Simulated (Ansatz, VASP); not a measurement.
KBr: VASP beside Ansatz

Contents of INCAR:

```
  PREC = Accurate
  ENCUT = 500
  EDIFF = 1E-7
  ISMEAR = 0
  SIGMA = 0.01
  LREAL = False
  LASPH = True
  NELM = 120
  ALGO = Normal
  ISIF = 3
  LWAVE = False
  LCHARG = False
  GGA = RP
  IBRION = 2
  NSW = 80
  EDIFFG = -0.005
  GGA_COMPAT = False
  NELMIN = 4
```

Contents of KPOINTS:

```
regular mesh
0
Gamma
  6 6 6
```

The input POSCAR:

```
KBr
1.0
    0.0000000000      3.3000000000      3.3000000000
    3.3000000000      0.0000000000      3.3000000000
    3.3000000000      3.3000000000      0.0000000000
K Br
1 1
Direct
    0.0000000000      0.0000000000      0.0000000000
    0.5000000000      0.5000000000      0.5000000000
```

Input for Ansatz:

```yaml
crystal:
  lattice:
    bravais: fcc
    a: 6.6
  space_group: 225
  atoms:
    - { symbol: K, position: [0.0, 0.0, 0.0] }
    - { symbol: Br, position: [0.5, 0.0, 0.0] }
  reduce_to_primitive: true
kpoints:
  mp_grid:
    grid: [6, 6, 6]
hamiltonian:
  xc: rpbe
  dispersion: none
  pseudopotentials:
    kind: paw
    azcp:
      folder: soft_1
scf:
  occupations:
    method: fixed
relax:
  f_tol: 0.005
  cell: {}
```

Alike in both runs: task relaxation of cell and atoms; functional RPBE; k mesh 6 × 6 × 6; no spin polarisation.

|  | VASP | Ansatz |
| --- | --- | --- |
| version | VASP 6.6.1 | Ansatz 0.2.0 |
| potentials or method | VASP PAW PBE potentials, release 64 (K_sv, Br) | plane waves, PAW |
| plane-wave cutoff (eV) | 500 | 420 |
| occupations | gaussian, width 0.01 eV | fixed |
| valence electrons in the cell | 16 | 16 |

```csv
,VASP,Ansatz,Ansatz less VASP
relaxed volume (Å³/atom),41.53,41.41,-0.120
relaxed cell length with the largest relative difference (Å),4.897,4.893,-0.0047
```

VASP's potentials were made for PBE, not for RPBE.

Noted on VASP's run: the volume moved by over 15 % at a fixed basis, so the end points are rough.
